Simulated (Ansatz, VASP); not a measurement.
Two plane-wave programs on BiTe

```
Bi Te
1.0
     0.00000    3.13795    3.28353
     3.13795    0.00000    3.28353
     3.13795    3.13795    0.00000
Bi Te
1 1
Cartesian
  0.0000 0.0000 0.0000
  3.1380 3.1380 3.2835
```

Change from the starting cell: strain -0.030 along x and y, +0.015 along z, atoms carried along.

Alike in both runs: task single point; functional PBEsol; k mesh 14 × 14 × 14; occupations gaussian, width 0.15 eV; no spin polarisation.

```csv
,VASP,Ansatz
version,VASP 6.6.1,Ansatz 0.2.0
potentials or method,"VASP PAW PBE potentials, release 64 (Bi_d, Te), cutoff 520 eV","scalar-relativistic, plane waves, PAW"
valence electrons in the cell,21,31
```

Ansatz gave:

- gap on the k mesh at the Fermi level (eV): none
- pressure (GPa): 0.9
- traceless stress, the component that is largest in VASP (GPa): -2.81

Task: What did VASP give for the same quantities?

Result: gap on the k mesh at the Fermi level (eV): none; pressure (GPa): 0.8; traceless stress, the component that is largest in VASP (GPa): -2.82.

VASP's potentials were made for PBE, not for PBEsol. A gap of «none» marks a metal or a gap that the smearing closes. VASP's potentials hold 21 valence electrons a cell and Ansatz's 31, so a difference there can come from the potentials and not from the codes.

Neither program's run includes spin-orbit coupling.
